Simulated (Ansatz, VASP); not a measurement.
**Ag: VASP beside Ansatz**

The input INCAR:

```
  PREC = Accurate
  ENCUT = 600
  EDIFF = 1E-6
  ISMEAR = -1
  SIGMA = 0.05
  LREAL = False
  LASPH = True
  NELM = 100
  ALGO = Normal
  ISIF = 3
  LWAVE = False
  LCHARG = False
  GGA = PS
  IBRION = 2
  NSW = 100
  EDIFFG = -0.002
```

KPOINTS

```
Automatic mesh
0
Gamma
  12 12 8
```

POSCAR

```
Ag
1.0
    2.9300000000      0.0000000000      0.0000000000
   -1.4650000000      2.5374544331      0.0000000000
    0.0000000000      0.0000000000      4.7900000000
Ag
2
Direct
    0.3333333333      0.6666666667      0.2500000000
    0.6666666667      0.3333333333      0.7500000000
```

Input for Ansatz:

```yaml
crystal:
  lattice:
    - [2.93000000001, 0.0, 0.0]
    - [-1.465, 2.53745443309, 0.0]
    - [0.0, 0.0, 4.79]
  atoms:
    - { symbol: Ag, position: [0.333333333333, 0.666666666667, 0.25] }
    - { symbol: Ag, position: [0.666666666667, 0.333333333333, 0.75] }
kpoints:
  mp_grid: { grid: [12, 12, 8] }
scf:
  occupations: { method: fermi_dirac, width: 0.05 }
hamiltonian:
  xc: pbesol
  pseudopotentials: { kind: paw }
relax:
  f_tol: 0.002
  max_steps: 80
  cell: {}
output:
  forces: true
  stress: true
  write_density: true
  write_potential: true
  elf: true
  volumetric_format: npy
```

Alike in both runs: task relaxation of cell and atoms; functional PBEsol; k mesh 12 × 12 × 8; occupations fermi-dirac, width 0.05 eV; no spin polarisation.

|  | VASP | Ansatz |
| --- | --- | --- |
| version | VASP 6.6.1 | Ansatz 0.2.0 |
| potentials or method | VASP PAW PBE potentials, release 64 (Ag) | PAW with Ansatz's default frozen-core files, scalar-relativistic |
| plane-wave cutoff (eV) | 600 | 420 |
| valence electrons in the cell | 22 | 38 |

Ansatz gave:

```
relaxed volume (Å³/atom)                                        : 16.72
relaxed length of the cell vector where the two differ most in proportion (Å) : 2.873
```

Question: Estimate VASP's values.

Answer: Relaxed volume (Å³/atom): 16.69; relaxed length of the cell vector where the two differ most in proportion (Å): 2.872.

VASP's potentials were made for PBE, not for PBEsol. VASP's potentials hold 22 valence electrons a cell and Ansatz's 38, so a difference there can come from the potentials and not from the codes.
